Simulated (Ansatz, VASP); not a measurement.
Cu in VASP and in Ansatz

```
CELL_PARAMETERS angstrom
2.53410 0.00000 0.00000
-1.26705 2.19459 0.00000
0.00000 0.00000 4.11257
ATOMIC_POSITIONS crystal
Cu 0.33333 0.66667 0.25000
Cu 0.66667 0.33333 0.75000
```

Alike in both runs: task single point; functional LDA; k mesh 3 × 3 × 1; occupations fermi-dirac, width 0.036 eV; no spin polarisation.

```csv
,VASP,Ansatz
version,VASP 6.6.1,Ansatz 0.2.0
potentials or method,"VASP PAW LDA potentials, release 64 (Cu), cutoff 600 eV","scalar-relativistic, plane waves, PAW"
valence electrons in the cell,22,38
```

```tsv
	VASP	Ansatz	Ansatz less VASP
gap on the k mesh at the Fermi level (eV)	none	none	-
pressure (GPa)	-10.1	-11.3	-1.20
traceless stress, the component that is largest in VASP (GPa)	-7.51	-7.20	+0.306
```

LDA's correlation is that of Perdew and Zunger in VASP and of Perdew and Wang (1992) in Ansatz. A gap of «none» marks a metal or a gap that the smearing closes. VASP's potentials hold 22 valence electrons a cell and Ansatz's 38, so a difference there can come from the potentials and not from the codes.

The k mesh is coarse, so the values compare programs but aren't converged.
